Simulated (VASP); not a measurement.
# CsPbCl3 (Pm-3m) in VASP: settings compared

CsPbCl3 is run at these levels: PBEsol, r2SCAN+D3(BJ), r2SCAN+rVV10; tasks: single point.

Everything below comes from runs of VASP 6.6.1. Logs are shortened: lines on timing, memory, paths and dates and some standing lists are left out, and cuts for length are marked.

## Step 1: The cell of the first run

The structure is cubic, space group Pm-3m (No. 221). The conventional cell has a = 5.605 Å, b = 5.605 Å, c = 5.605 Å, α = 90.00°, β = 90.00°, γ = 90.00°. Pb (site symmetry m-3m) has 6 Cl at 2.80 Å within 3.7 Å. Cs (site symmetry m-3m) has 12 Cl at 3.96 Å and 8 Pb at 4.85 Å within 5.2 Å. Cl (site symmetry 4/mmm) has 2 Pb at 2.80 Å within 3.7 Å.

## Step 2: Single point, PBEsol

INCAR reads:

```
SYSTEM = CsPbCl3
PREC = Accurate
ENCUT = 520
EDIFF = 1E-6
ISMEAR = -1
SIGMA = 0.05
LREAL = .FALSE.
LASPH = .TRUE.
NELM = 60
ALGO = Normal
ISIF = 2
LWAVE = .FALSE.
LCHARG = .FALSE.
GGA = PS
NBANDS = 30
```

KPOINTS reads:

```
regular mesh
0
G
  5 5 5
  0 0 0
```

POSCAR reads:

```
CsPbCl3
1.0
    5.6050000000      0.0000000000      0.0000000000
    0.0000000000      5.6050000000      0.0000000000
    0.0000000000      0.0000000000      5.6050000000
Pb Cs Cl
1 1 3
Direct
    0.5000000000      0.5000000000      0.5000000000
    0.0000000000      0.0000000000      0.0000000000
    0.5000000000      0.0000000000      0.5000000000
    0.0000000000      0.5000000000      0.5000000000
    0.5000000000      0.5000000000      0.0000000000
```

Potentials or basis: VASP PAW PBE potentials, release 64 (Pb_d, Cs_sv, Cl).

The run is started by

```bash
> cat potpaw_PBE.64/Pb_d/POTCAR potpaw_PBE.64/Cs_sv/POTCAR potpaw_PBE.64/Cl/POTCAR > POTCAR
> mpirun -np 1 vasp_std > vasp.out
```

OUTCAR:

```text
SYSTEM = CsPbCl3
   PREC = Accurate
   ENCUT = 520
   EDIFF = 1E-6
   ISMEAR = -1
   LREAL = .FALSE.
   LASPH = .TRUE.
   NELM = 60
   ISIF = 2
   GGA = PS

 ion  position               nearest neighbor table
   1  0.500  0.500  0.500-   3 2.80   4 2.80   5 2.80   5 2.80   3 2.80   4 2.80
   2  0.000  0.000  0.000-
   3  0.500  0.000  0.500-   1 2.80   1 2.80
   4  0.000  0.500  0.500-   1 2.80   1 2.80
   5  0.500  0.500  0.000-   1 2.80   1 2.80

  LATTYP: Found a simple cubic cell.
 ALAT       =     5.6050000000

  Lattice vectors:

 A1 = (   5.6050000000,   0.0000000000,   0.0000000000)
 A2 = (   0.0000000000,   5.6050000000,   0.0000000000)
 A3 = (   0.0000000000,   0.0000000000,   5.6050000000)

Analysis of symmetry for initial positions (statically):
=====================================================================
 Subroutine PRICEL returns:
 Original cell was already a primitive cell.

 Routine SETGRP: Setting up the symmetry group for a
 simple cubic supercell.

 Subroutine GETGRP returns: Found 48 space group operations
 (whereof 48 operations were pure point group operations)
 out of a pool of 48 trial point group operations.

The static configuration has the point symmetry O_h .

Analysis of symmetry for dynamics (positions and initial velocities):
=====================================================================
 Subroutine PRICEL returns:
 Original cell was already a primitive cell.

 Routine SETGRP: Setting up the symmetry group for a
 simple cubic supercell.

 Subroutine GETGRP returns: Found 48 space group operations
 (whereof 48 operations were pure point group operations)
 out of a pool of 48 trial point group operations.

The dynamic configuration has the point symmetry O_h .

 Subroutine INISYM returns: Found 48 space group operations
 (whereof 48 operations are pure point group operations),
 and found     1 'primitive' translations

----------------------------------------------------------------------------------------

                                     Primitive cell

  volume of cell :     176.0868

  direct lattice vectors                    reciprocal lattice vectors
     5.605000000  0.000000000  0.000000000     0.178412132  0.000000000  0.000000000
     0.000000000  5.605000000  0.000000000     0.000000000  0.178412132  0.000000000
     0.000000000  0.000000000  5.605000000     0.000000000  0.000000000  0.178412132

  length of vectors
     5.605000000  5.605000000  5.605000000     0.178412132  0.178412132  0.178412132

  position of ions in fractional coordinates (direct lattice)
     0.500000000  0.500000000  0.500000000
     0.000000000  0.000000000  0.000000000
     0.500000000  0.000000000  0.500000000
     0.000000000  0.500000000  0.500000000
     0.500000000  0.500000000  0.000000000

  ion indices of the primitive-cell ions
   primitive index   ion index
                 1           1
                 2           2
                 3           3
                 4           4
                 5           5

----------------------------------------------------------------------------------------

 KPOINTS: regular mesh

Automatic generation of k-mesh.
 Grid dimensions read from file:
 generate k-points for:    5    5    5

 Generating k-lattice:

  Cartesian coordinates                     Fractional coordinates (reciprocal lattice)
     0.035682426  0.000000000  0.000000000     0.200000000  0.000000000  0.000000000
     0.000000000  0.035682426  0.000000000     0.000000000  0.200000000  0.000000000
     0.000000000  0.000000000  0.035682426     0.000000000  0.000000000  0.200000000

  Length of vectors
     0.035682426  0.035682426  0.035682426

  Shift w.r.t. Gamma in fractional coordinates (k-lattice)
     0.000000000  0.000000000  0.000000000

 Subroutine IBZKPT returns following result:
 ===========================================

 Found     10 irreducible k-points:

 Following reciprocal coordinates:
            Coordinates               Weight
  0.000000  0.000000  0.000000      1.000000
  0.200000  0.000000  0.000000      6.000000
  0.400000  0.000000  0.000000      6.000000
  0.200000  0.200000  0.000000     12.000000
  0.400000  0.200000  0.000000     24.000000
  0.400000  0.400000  0.000000     12.000000
  0.200000  0.200000  0.200000      8.000000
  0.400000  0.200000  0.200000     24.000000
  0.400000  0.400000  0.200000     24.000000
  0.400000  0.400000  0.400000      8.000000
   k-points           NKPTS =     10   k-points in BZ     NKDIM =     10   number of bands    NBANDS=     30
   number of dos      NEDOS =    301   number of ions     NIONS =      5
   total plane-waves  NPLWV =  74088
   dimension x,y,z NGX =    42 NGY =   42 NGZ =   42
   dimension x,y,z NGXF=    84 NGYF=   84 NGZF=   84
   ions per type =               1   1   3
   NGX,Y,Z   is equivalent  to a cutoff of  12.46, 12.46, 12.46 a.u.
   NGXF,Y,Z  is equivalent  to a cutoff of  24.91, 24.91, 24.91 a.u.
 SYSTEM =  CsPbCl3
   PREC   = accura    normal or accurate (medium, high low for compatibility)
   ISTART =      0    job   : 0-new  1-cont  2-samecut
   ICHARG =      2    charge: 1-file 2-atom 10-const
   ISPIN  =      1    spin polarized calculation?
   LNONCOLLINEAR =      F non collinear calculations
   LSORBIT =      F    spin-orbit coupling
   LASPH  =      T    aspherical Exc in radial PAW
   ENCUT  =  520.0 eV  38.22 Ry    6.18 a.u.  10.42 10.42 10.42*2*pi/ulx,y,z
   NELM   =     60;   NELMIN=  2; NELMDL= -5     # of ELM steps
   EDIFF  = 0.1E-05   stopping-criterion for ELM
   LREAL  =      F    real-space projection
   EDIFFG = 0.1E-04   stopping-criterion for IOM
   NSW    =      0    number of steps for IOM
   IBRION =     -1    ionic relax: 0-MD 1-quasi-New 2-CG
   NFREE  =      0    steps in history (QN), initial steepest desc. (CG)
   ISIF   =      2    stress and relaxation
   ISYM   =      2    0-nonsym 1-usesym 2-fastsym
   POTIM  = 0.5000    time-step for ionic-motion
   TEBEG  =    0.0;   TEEND  =   0.0 temperature during run
   PSTRESS=    0.0 pullay stress
   NELECT =      44.0000    total number of electrons
   NUPDOWN=      -1.0000    fix difference up-down
   EMIN   =  10.00;   EMAX   =-10.00  energy-range for DOS
   EFERMI =   0.00;   METHOD = LEGACY
   ISMEAR =    -1;   SIGMA  =   0.05  broadening in eV -4-tet -1-fermi 0-gaus
   EFERMI_NEDOS =   21; number of points for ismear=-14 and -15
   IALGO  =     38    algorithm
   IMIX   =      4    mixing-type and parameters
     AMIX     =   0.40;   BMIX     =  1.00
     AMIX_MAG =   1.60;   BMIX_MAG =  1.00
  volume/ion in A,a.u.               =      35.22       237.66
  Fermi-wavevector in a.u.,A,eV,Ry     =   1.031138  1.948568 14.466333  1.063245
  Thomas-Fermi vector in A             =   2.165271
   LORBIT       =      0    0 simple, 1 ext, 2 COOP (PROOUT), +10 PAW based schemes
   GGA     = PS    functional components
   LHFCALC =     F    Hartree Fock is set to
   AEXX    =    0.0000 exact exchange contribution
   IVDW    =     0    specifies the selected vdW correction
   LEPSILON=     F    determine dielectric tensor
   LRPA    =     F    only Hartree local field effects (RPA)
 non-spin polarized calculation
  energy-cutoff  :      520.00
  volume of cell :      176.09
 maximum number of plane-waves:      4765
 NGX is ok and might be reduce to    42
   NGX = 21   NGY = 21   NGZ = 21

 number of electron      44.0000004 magnetization

 Free energy of the ion-electron system (eV)
  ---------------------------------------------------
  ext. energy  EPLUGINS =         0.00000000
  ---------------------------------------------------
  free energy    TOTEN  =       -18.38992155 eV

  energy without entropy =      -18.38992155  energy(sigma->0) =      -18.38992155

 E-fermi :   2.1995     XC(G=0):  -8.0097

 val. band max:        1.0883710981   @ k =   0.4000   0.4000   0.4000
 cond. band min:       3.9499644828   @ k =   0.4000   0.4000   0.4000
 fundamental gap:      2.8615933847
 Fermi energy:         2.1995169919

 k-point     1 :       0.0000    0.0000    0.0000
  band No.  band energies     occupation
      1     -19.6343      2.00000
      2     -15.0565      2.00000
      3     -15.0565      2.00000
      4     -14.7999      2.00000
      5     -14.7999      2.00000
      6     -14.7999      2.00000
[... 22 lines left out ...]
     29       7.8157      0.00000
     30       7.8157      0.00000

 k-point     2 :       0.2000    0.0000    0.0000
  band No.  band energies     occupation
      1     -19.6335      2.00000
      2     -15.0564      2.00000
      3     -15.0200      2.00000
      4     -14.8005      2.00000
      5     -14.8005      2.00000
      6     -14.8000      2.00000
[... 22 lines left out ...]
     29       6.9528      0.00000
     30       7.8794      0.00000

 k-point     3 :       0.4000    0.0000    0.0000
  band No.  band energies     occupation
      1     -19.6323      2.00000
      2     -15.0562      2.00000
      3     -14.9589      2.00000
      4     -14.8014      2.00000
      5     -14.8014      2.00000
      6     -14.7999      2.00000
[... 22 lines left out ...]
     29       7.2835      0.00000
     30       8.4056      0.00000

 k-point     4 :       0.2000    0.2000    0.0000
  band No.  band energies     occupation
      1     -19.6328      2.00000
      2     -15.0387      2.00000
      3     -14.9998      2.00000
      4     -14.8010      2.00000
      5     -14.8005      2.00000
      6     -14.8005      2.00000
[... 154 lines left out ...]
     29       7.7718      0.00000
     30       8.0387      0.00000

 k-point     9 :       0.4000    0.4000    0.2000
  band No.  band energies     occupation
      1     -19.6300      2.00000
      2     -14.9683      2.00000
      3     -14.8934      2.00000
      4     -14.8028      2.00000
      5     -14.8019      2.00000
      6     -14.8019      2.00000
[... 22 lines left out ...]
     29       7.7282      0.00000
     30       7.8120      0.00000

 k-point    10 :       0.4000    0.4000    0.4000
  band No.  band energies     occupation
      1     -19.6291      2.00000
      2     -14.8933      2.00000
      3     -14.8933      2.00000
      4     -14.8028      2.00000
      5     -14.8028      2.00000
      6     -14.8028      2.00000
[... 22 lines left out ...]
     29       7.3427      0.00000
     30       8.2677      0.00000

------------------------ aborting loop because EDIFF is reached ----------------------------------------

  FORCE on cell =-STRESS in cart. coord.  units (eV):
  Direction    XX          YY          ZZ          XY          YZ          ZX
  --------------------------------------------------------------------------------------
  -------------------------------------------------------------------------------------
  Total        0.1187161      0.1187161      0.1187161     -0.0000000      0.0000000     -0.0000000
  in kB        1.0801735      1.0801735      1.0801735     -0.0000000      0.0000000     -0.0000000
  external PRESSURE =       1.0801735 kB  Pullay stress =       0.0000000 kB

 VOLUME and BASIS-vectors are now :
 -----------------------------------------------------------------------------
  energy-cutoff  :      520.00
  volume of cell :      176.09
      direct lattice vectors                 reciprocal lattice vectors
     5.605000000  0.000000000  0.000000000     0.178412132  0.000000000  0.000000000
     0.000000000  5.605000000  0.000000000     0.000000000  0.178412132  0.000000000
     0.000000000  0.000000000  5.605000000     0.000000000  0.000000000  0.178412132

 POSITION                                       TOTAL-FORCE (eV/Angst)
 -----------------------------------------------------------------------------------
      2.80250      2.80250      2.80250         0.000000      0.000000      0.000000
      0.00000      0.00000      0.00000         0.000000      0.000000      0.000000
      2.80250      0.00000      2.80250         0.000000      0.000000      0.000000
      0.00000      2.80250      2.80250         0.000000      0.000000      0.000000
      2.80250      2.80250      0.00000         0.000000      0.000000      0.000000
 -----------------------------------------------------------------------------------
    total drift:                                0.000000     -0.000000     -0.000000

  FREE ENERGIE OF THE ION-ELECTRON SYSTEM (eV)
  ---------------------------------------------------
  free  energy   TOTEN  =       -18.3899215497 eV

  energy  without entropy=      -18.3899215497  energy(sigma->0) =      -18.38992155
```

It took 54 s on 1 thread of Intel Xeon Platinum 8375C at 2.90GHz (Ice Lake), shared host; peak memory 0.28 GiB.

Results:

```
Free energy            : -18.3899 eV
Pressure               : 0.1 GPa
Band gap on the k mesh : 2.86 eV, direct
```

Levels at points of the mesh, in eV from the valence-band top:
```tsv
k point	band 20	band 21	band 22	band 23	band 24	band 25
(0.00, 0.00, 0.00)	-1.91	-1.91	-1.91	3.83	4.82	4.82
```

Caveat: the PAW data sets were made with another functional, which shifts forces and pressure a little; spin-orbit coupling is left out, which moves the levels of the heavy elements.

(Part 1 of 2 ends here.)
